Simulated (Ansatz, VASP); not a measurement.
## One calculation of NaF, two programs

```
Na F
1.0
     0.02871    2.29717    2.29717
     2.29717    0.02871    2.29717
     2.32588    2.32588    0.00000
Na F
1 1
Direct
  0.00000 0.00000 0.00000
  0.50000 0.50000 0.50000
```

Change from the starting cell: shear_xy strain +2.5%.

Alike in both runs: task single point; functional PBE; k mesh 10 × 10 × 10; occupations fermi-dirac, width 0.02 eV; no spin polarisation.

|  | VASP | Ansatz |
| --- | --- | --- |
| version | VASP 6.6.1 | Ansatz 0.2.0 |
| potentials or method | VASP PAW PBE potentials, release 64 (Na_pv, F) | plane waves, PAW |
| plane-wave cutoff (eV) | 520 | 420 |
| valence electrons in the cell | 14 | 16 |

|  | VASP | Ansatz | Ansatz less VASP |
| --- | --- | --- | --- |
| gap on the k mesh at the Fermi level (eV) | 6.40 | 6.42 | +0.017 |
| pressure (GPa) | 3.5 | 3.6 | +0.11 |
| traceless stress, the component that is largest in VASP (GPa) | -0.67 | -0.68 | -0.006 |

VASP's potentials hold 14 valence electrons a cell and Ansatz's 16, so a difference there can come from the potentials and not from the codes.
